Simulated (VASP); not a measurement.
# NaMgBr3 (Pm-3m) in VASP: further runs, part 3 of 3

VASP 6.6.1. The steps go on from the part before.

## (6) Single point, r2SCAN (31.01 Å³/atom)

This run uses another cell than the first one, of 31.01 Å³/atom.

Input file POSCAR:

```
NaMgBr3
1.0
    5.3721393143      0.0000000000      0.0000000000
    0.0000000000      5.3721393143      0.0000000000
    0.0000000000      0.0000000000      5.3721393143
Na Mg Br
1 1 3
Direct
    0.0000000000      0.0000000000      0.0000000000
    0.5000000000      0.5000000000      0.5000000000
    0.5000000000      0.5000000000      0.0000000000
    0.5000000000      0.0000000000      0.5000000000
    0.0000000000      0.5000000000      0.5000000000
```

Input file INCAR.step1:

```
SYSTEM = NaMgBr3
  ALGO = Normal
  EDIFF = 1E-4
  ENCUT = 520
  GGA = PE
  ISMEAR = 0
  LASPH = .True.
  LCHARG = .False.
  LREAL = .False.
  LWAVE = .True.
  NBANDS = 23
  NELM = 60
  PREC = Accurate
  SIGMA = 0.01
```

Input file INCAR.step2:

```
SYSTEM = NaMgBr3
  ALGO = Normal
  EDIFF = 1E-6
  ENCUT = 520
  ISIF = 2
  ISMEAR = 0
  ISTART = 1
  LASPH = .True.
  LCHARG = .False.
  LMIXTAU = .True.
  LREAL = .False.
  LWAVE = .False.
  METAGGA = R2SCAN
  NBANDS = 23
  NELM = 60
  PREC = Accurate
  SIGMA = 0.01
```

Input file KPOINTS:

```
k-points
0
Gamma
  4 4 4
  0 0 0
```

Potentials or basis: VASP PAW PBE potentials, release 64 (Na_pv, Mg, Br).

Launch:

```bash
> cat potpaw_PBE.64/Na_pv/POTCAR potpaw_PBE.64/Mg/POTCAR potpaw_PBE.64/Br/POTCAR > POTCAR
> cp INCAR.step1 INCAR
> mpirun -np 1 vasp_std > vasp.out
> cp INCAR.step2 INCAR
> mpirun -np 1 vasp_std > vasp.out
```

OUTCAR:

```text
SYSTEM = NaMgBr3
   EDIFF = 1E-6
   ENCUT = 520
   ISIF = 2
   ISMEAR = 0
   ISTART = 1
   LASPH = .True.
   LREAL = .False.
   METAGGA = R2SCAN
   NELM = 60
   PREC = Accurate

 ion  position               nearest neighbor table
   1  0.000  0.000  0.000-
   2  0.500  0.500  0.500-   3 2.69   4 2.69   5 2.69   3 2.69   4 2.69   5 2.69
   3  0.500  0.500  0.000-   2 2.69   2 2.69
   4  0.500  0.000  0.500-   2 2.69   2 2.69
   5  0.000  0.500  0.500-   2 2.69   2 2.69

  LATTYP: Found a simple cubic cell.
 ALAT       =     5.3721393143

  Lattice vectors:

 A1 = (   5.3721393143,   0.0000000000,   0.0000000000)
 A2 = (   0.0000000000,   5.3721393143,   0.0000000000)
 A3 = (   0.0000000000,   0.0000000000,   5.3721393143)

Analysis of symmetry for initial positions (statically):
=====================================================================
 Subroutine PRICEL returns:
 Original cell was already a primitive cell.

 Routine SETGRP: Setting up the symmetry group for a
 simple cubic supercell.

 Subroutine GETGRP returns: Found 48 space group operations
 (whereof 48 operations were pure point group operations)
 out of a pool of 48 trial point group operations.

The static configuration has the point symmetry O_h .

Analysis of symmetry for dynamics (positions and initial velocities):
=====================================================================
 Subroutine PRICEL returns:
 Original cell was already a primitive cell.

 Routine SETGRP: Setting up the symmetry group for a
 simple cubic supercell.

 Subroutine GETGRP returns: Found 48 space group operations
 (whereof 48 operations were pure point group operations)
 out of a pool of 48 trial point group operations.

The dynamic configuration has the point symmetry O_h .

 Subroutine INISYM returns: Found 48 space group operations
 (whereof 48 operations are pure point group operations),
 and found     1 'primitive' translations

----------------------------------------------------------------------------------------

                                     Primitive cell

  volume of cell :     155.0393

  direct lattice vectors                    reciprocal lattice vectors
     5.372139314  0.000000000  0.000000000     0.186145582  0.000000000  0.000000000
     0.000000000  5.372139314  0.000000000     0.000000000  0.186145582  0.000000000
     0.000000000  0.000000000  5.372139314     0.000000000  0.000000000  0.186145582

  length of vectors
     5.372139314  5.372139314  5.372139314     0.186145582  0.186145582  0.186145582

  position of ions in fractional coordinates (direct lattice)
     0.000000000  0.000000000  0.000000000
     0.500000000  0.500000000  0.500000000
     0.500000000  0.500000000  0.000000000
     0.500000000  0.000000000  0.500000000
     0.000000000  0.500000000  0.500000000

  ion indices of the primitive-cell ions
   primitive index   ion index
                 1           1
                 2           2
                 3           3
                 4           4
                 5           5

----------------------------------------------------------------------------------------

 KPOINTS: k-points
[... 24 lines left out ...]
            Coordinates               Weight
  0.000000  0.000000  0.000000      1.000000
  0.250000  0.000000  0.000000      6.000000
  0.500000  0.000000  0.000000      3.000000
  0.250000  0.250000  0.000000     12.000000
  0.500000  0.250000  0.000000     12.000000
  0.500000  0.500000  0.000000      3.000000
  0.250000  0.250000  0.250000      8.000000
  0.500000  0.250000  0.250000     12.000000
  0.500000  0.500000  0.250000      6.000000
  0.500000  0.500000  0.500000      1.000000
   k-points           NKPTS =     10   k-points in BZ     NKDIM =     10   number of bands    NBANDS=     23
   number of dos      NEDOS =    301   number of ions     NIONS =      5
   total plane-waves  NPLWV =  64000
   dimension x,y,z NGX =    40 NGY =   40 NGZ =   40
   dimension x,y,z NGXF=    80 NGYF=   80 NGZF=   80
   ions per type =               1   1   3
   NGX,Y,Z   is equivalent  to a cutoff of  12.38, 12.38, 12.38 a.u.
   NGXF,Y,Z  is equivalent  to a cutoff of  24.76, 24.76, 24.76 a.u.
 SYSTEM =  NaMgBr3
   PREC   = accura    normal or accurate (medium, high low for compatibility)
   ISTART =      1    job   : 0-new  1-cont  2-samecut
   ICHARG =      0    charge: 1-file 2-atom 10-const
   ISPIN  =      1    spin polarized calculation?
   LNONCOLLINEAR =      F non collinear calculations
   LSORBIT =      F    spin-orbit coupling
   LASPH  =      T    aspherical Exc in radial PAW
   ENCUT  =  520.0 eV  38.22 Ry    6.18 a.u.   9.99  9.99  9.99*2*pi/ulx,y,z
   NELM   =     60;   NELMIN=  2; NELMDL=  0     # of ELM steps
   EDIFF  = 0.1E-05   stopping-criterion for ELM
   LREAL  =      F    real-space projection
   EDIFFG = 0.1E-04   stopping-criterion for IOM
   NSW    =      0    number of steps for IOM
   IBRION =     -1    ionic relax: 0-MD 1-quasi-New 2-CG
   NFREE  =      0    steps in history (QN), initial steepest desc. (CG)
   ISIF   =      2    stress and relaxation
   ISYM   =      2    0-nonsym 1-usesym 2-fastsym
   POTIM  = 0.5000    time-step for ionic-motion
   TEBEG  =    0.0;   TEEND  =   0.0 temperature during run
   PSTRESS=    0.0 pullay stress
   NELECT =      30.0000    total number of electrons
   NUPDOWN=      -1.0000    fix difference up-down
   EMIN   =  10.00;   EMAX   =-10.00  energy-range for DOS
   EFERMI =   0.00;   METHOD = LEGACY
   ISMEAR =     0;   SIGMA  =   0.01  broadening in eV -4-tet -1-fermi 0-gaus
   EFERMI_NEDOS =   21; number of points for ismear=-14 and -15
   IALGO  =     38    algorithm
   IMIX   =      4    mixing-type and parameters
     AMIX     =   0.40;   BMIX     =  1.00
     AMIX_MAG =   1.60;   BMIX_MAG =  1.00
  volume/ion in A,a.u.               =      31.01       209.25
  Fermi-wavevector in a.u.,A,eV,Ry     =   0.946894  1.789370 12.199093  0.896608
  Thomas-Fermi vector in A             =   2.074935
   LORBIT       =      0    0 simple, 1 ext, 2 COOP (PROOUT), +10 PAW based schemes
   METAGGA = R2SCAN    functional components
   LHFCALC =     F    Hartree Fock is set to
   AEXX    =    0.0000 exact exchange contribution
   IVDW    =     0    specifies the selected vdW correction
   LEPSILON=     F    determine dielectric tensor
   LRPA    =     F    only Hartree local field effects (RPA)
 non-spin polarized calculation
 Gauss-broadening in eV      SIGMA  =   0.01
  energy-cutoff  :      520.00
  volume of cell :      155.04
 maximum number of plane-waves:      4224
 NGX is ok and might be reduce to    40
   NGX = 19   NGY = 19   NGZ = 19

 number of electron      29.9999962 magnetization

 Free energy of the ion-electron system (eV)
  ---------------------------------------------------
  ext. energy  EPLUGINS =         0.00000000
  ---------------------------------------------------
  free energy    TOTEN  =       -55.34663985 eV

  energy without entropy =      -55.34663985  energy(sigma->0) =      -55.34663985

 E-fermi :  -0.6808     XC(G=0):  -7.8831

 val. band max:       -0.7269848567   @ k =   0.5000   0.5000   0.5000
 cond. band min:       2.6915859875   @ k =   0.0000   0.0000   0.0000
 fundamental gap:      3.4185708441
 Fermi energy:        -0.6808001093

 k-point     1 :       0.0000    0.0000    0.0000
  band No.  band energies     occupation
      1     -24.9741      2.00000
      2     -24.9741      2.00000
      3     -24.9741      2.00000
      4     -14.8837      2.00000
      5     -14.1638      2.00000
      6     -14.1638      2.00000
[... 249 lines left out ...]
     22       8.6662      0.00000
     23       9.6031      0.00000

------------------------ aborting loop because EDIFF is reached ----------------------------------------

  FORCE on cell =-STRESS in cart. coord.  units (eV):
  Direction    XX          YY          ZZ          XY          YZ          ZX
  --------------------------------------------------------------------------------------
  -------------------------------------------------------------------------------------
  Total       -1.5414450     -1.5414450     -1.5414450      0.0000000     -0.0000000      0.0000000
  in kB      -15.9293045    -15.9293045    -15.9293045      0.0000000     -0.0000000      0.0000000
  external PRESSURE =     -15.9293045 kB  Pullay stress =       0.0000000 kB

 VOLUME and BASIS-vectors are now :
 -----------------------------------------------------------------------------
  energy-cutoff  :      520.00
  volume of cell :      155.04
      direct lattice vectors                 reciprocal lattice vectors
     5.372139314  0.000000000  0.000000000     0.186145582  0.000000000  0.000000000
     0.000000000  5.372139314  0.000000000     0.000000000  0.186145582  0.000000000
     0.000000000  0.000000000  5.372139314     0.000000000  0.000000000  0.186145582

 POSITION                                       TOTAL-FORCE (eV/Angst)
 -----------------------------------------------------------------------------------
      0.00000      0.00000      0.00000         0.000000      0.000000      0.000000
      2.68607      2.68607      2.68607         0.000000      0.000000      0.000000
      2.68607      2.68607      0.00000         0.000000      0.000000      0.000000
      2.68607      0.00000      2.68607         0.000000      0.000000      0.000000
      0.00000      2.68607      2.68607         0.000000      0.000000      0.000000
 -----------------------------------------------------------------------------------
    total drift:                                0.000000     -0.000000     -0.000000

  FREE ENERGIE OF THE ION-ELECTRON SYSTEM (eV)
  ---------------------------------------------------
  free  energy   TOTEN  =       -55.3466398531 eV

  energy  without entropy=      -55.3466398531  energy(sigma->0) =      -55.34663985
```

Wall time 2.1 min (1 thread of Intel Xeon Platinum 8488C (Sapphire Rapids), shared host); peak memory 0.27 GiB.

What came out:

| Item | Value |
| --- | --- |
| Free energy | -55.3466 eV |
| Pressure | -1.6 GPa |
| Band gap on the k mesh | 3.42 eV (least direct gap 3.94 eV) |

Levels at points of the mesh, in eV from the valence-band top:
| k point | band 13 | band 14 | band 15 | band 16 | band 17 | band 18 |
| --- | --- | --- | --- | --- | --- | --- |
| (0.00, 0.00, 0.00) | -0.52 | -0.52 | -0.52 | 3.42 | 3.92 | 7.62 |
| (0.50, 0.00, 0.00) | -0.96 | -0.61 | -0.61 | 5.57 | 5.75 | 6.17 |
| (0.50, 0.50, 0.00) | -1.17 | -1.13 | -0.01 | 6.03 | 7.45 | 7.45 |
| (0.50, 0.50, 0.50) | 0.00 | 0.00 | 0.00 | 4.65 | 6.55 | 6.55 |

Caveat: the PAW data sets were made with another functional, which shifts forces and pressure a little. A k mesh can miss the band edges.

## (7) Summary

```tsv
cell	gap on the mesh (eV)	pressure (GPa)
a = 5.161 Å, 5 atoms	3.70	1.9
a = 5.216 Å, 5 atoms	3.69	0.8
a = 5.269 Å, 5 atoms	3.63	-0.1
a = 5.321 Å, 5 atoms	3.53	-0.9
a = 5.372 Å, 5 atoms	3.42	-1.6
```

Alike in all rows: task single point; level r2SCAN; potentials or basis VASP PAW PBE potentials, release 64 (Na_pv, Mg, Br); no spin polarisation; k mesh 4 × 4 × 4; cutoff (eV) 520; smearing gaussian 0.01 eV.

Caveats: the PAW data sets were made with another functional, which shifts forces and pressure a little.

Total energies depend on the potentials used, so only differences within one code and one set of settings carry meaning.
